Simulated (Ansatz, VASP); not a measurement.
TePb in VASP and in Ansatz

Contents of INCAR:

```
ALGO     = Normal         # electronic algorithm
EDIFF    = 1E-7           # SCF threshold, eV
ENCUT    = 520            # plane-wave cutoff, eV
GGA      = PE             # functional
ISIF     = 2              # what is computed and relaxed
ISMEAR   = 0              # smearing method
LASPH    = True           # aspherical terms in the spheres
LCHARG   = False          # write CHGCAR
LREAL    = False          # projectors in reciprocal space
LWAVE    = False          # write WAVECAR
NBANDS   = 17             # bands
NELM     = 100            # most SCF steps
PREC     = Accurate       # precision mode
SIGMA    = 0.05           # smearing width, eV
```

File KPOINTS:

```
k-points
0
Gamma
  8 8 8
```

File POSCAR:

```
TePb
1.0
    0.0000000000      3.2270000000      3.2270000000
    3.2270000000      0.0000000000      3.2270000000
    3.2270000000      3.2270000000      0.0000000000
Te Pb
1 1
Direct
    0.5000000000      0.5000000000      0.5000000000
    0.0290517509     -0.0290517509      0.0290517509
```

Input for Ansatz:

```yaml
crystal:
  lattice:
    - [0.0, 3.227, 3.227]
    - [3.227, 0.0, 3.227]
    - [3.227, 3.227, 0.0]
  atoms:
    - { symbol: Te, position: [0.5, 0.5, 0.5] }
    - { symbol: Pb, position: [0.0290517509, -0.0290517509, 0.0290517509] }
basis:
  ecutwfc: 420
kpoints:
  mp_grid: { grid: [8, 8, 8] }
hamiltonian:
  xc: pbe
scf:
  occupations: { method: gaussian, width: 0.05 }
output:
  forces: true
  stress: true
  eigenvalues: true
  write_density: true
  write_potential: true
  elf: true
  volumetric_format: npy
```

Change from the starting cell: all Pb atoms moved +0.188 Å, as atom 2 along Cartesian [0 1 0].

Alike in both runs: task single point; functional PBE; k mesh 8 × 8 × 8; occupations gaussian, width 0.05 eV; no spin polarisation.

|  | VASP | Ansatz |
| --- | --- | --- |
| version | VASP 6.6.1 | Ansatz 0.2.0 |
| potentials or method | VASP PAW PBE potentials, release 64 (Te, Pb_d), cutoff 520 eV | scalar-relativistic, plane waves, PAW |
| valence electrons in the cell | 20 | 30 |

```csv
,VASP,Ansatz,Ansatz less VASP
gap on the k mesh at the Fermi level (eV),0.91,0.90,-0.006
least direct gap on the mesh (eV),0.91,0.90,-0.006
pressure (GPa),2.7,2.7,+0.04
"traceless stress, the component that is largest in VASP (GPa)",0.94,0.93,-0.008
rms of the force components (eV/Å),0.130,0.129,-0.0017
```

Atom by atom the forces differ by 0.002 eV/Å (rms over components). VASP's potentials hold 20 valence electrons a cell and Ansatz's 30, so a difference there can come from the potentials and not from the codes.

Spin-orbit coupling is off throughout.
